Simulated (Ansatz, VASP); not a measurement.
## Sb: VASP beside Ansatz

File INCAR:

```
SYSTEM = Sb
PREC = Accurate ; ENCUT = 520
EDIFF = 1E-6 ; ISMEAR = -1
SIGMA = 0.1 ; LREAL = .False.
LASPH = .True. ; NELM = 60
ALGO = Normal ; ISIF = 2
LWAVE = .False. ; LCHARG = .False.
GGA = PS ; NBANDS = 12
```

The input KPOINTS:

```
regular mesh
0
Gamma
  13 13 9
  0 0 0
```

POSCAR

```
Sb
1.0
   -2.9622477639      2.9650827155      1.5832217318
    2.9650827155     -2.9622477639      1.5832217318
    2.9976219780      2.9976219780     -1.5780295127
Sb
2
Direct
    0.9999551411      0.0000448589      0.0000000000
    0.7500448589      0.2499551411      0.5000000000
```

Input for Ansatz:

```yaml
crystal:
  lattice:
    - [-2.9622477639, 2.9650827155, 1.5832217318]
    - [2.9650827155, -2.9622477639, 1.5832217318]
    - [2.997621978, 2.997621978, -1.5780295127]
  atoms:
    - { symbol: Sb, position: [0.9999551411, 4.48589e-05, 0.0] }
    - { symbol: Sb, position: [0.7500448589, 0.2499551411, 0.5] }
hamiltonian:
  xc: pbesol
  pseudopotentials:
    kind: paw
    azcp:
      Sb: "pseudopotentials/Sb.paw.azcp"
basis:
  ecutwfc: 420
  fft_grid_basis: typed
kpoints:
  mp_grid: { grid: [13, 13, 9], shift: [0, 0, 0] }
magnetization:
  spin_polarized: false
scf:
  occupations: { method: fermi_dirac, width: 0.1 }
  lower_state_search: "off"
output:
  stress: true
  write_density: true
  write_potential: true
  elf: true
  volumetric_format: npy
```

Alike in both runs: task single point; functional PBEsol; k mesh 13 × 13 × 9; occupations fermi-dirac, width 0.1 eV; no spin polarisation.

|  | VASP | Ansatz |
| --- | --- | --- |
| version | VASP 6.6.1 | Ansatz 0.2.0 |
| potentials or method | VASP PAW PBE potentials, release 64 (Sb), cutoff 520 eV | plane waves (420 eV) with PAW, scalar-relativistic |
| valence electrons in the cell | 10 | 30 |

|  | VASP | Ansatz | Ansatz less VASP |
| --- | --- | --- | --- |
| pressure (GPa) | 0.2 | 0.1 | -0.09 |
| traceless stress, the component that is largest in VASP (GPa) | -0.47 | -0.46 | +0.011 |

VASP's potentials were made for PBE, not for PBEsol, and Ansatz warns of the same on its side. VASP's potentials hold 10 valence electrons a cell and Ansatz's 30, so a difference there can come from the potentials and not from the codes.

Neither program's run includes spin-orbit coupling.
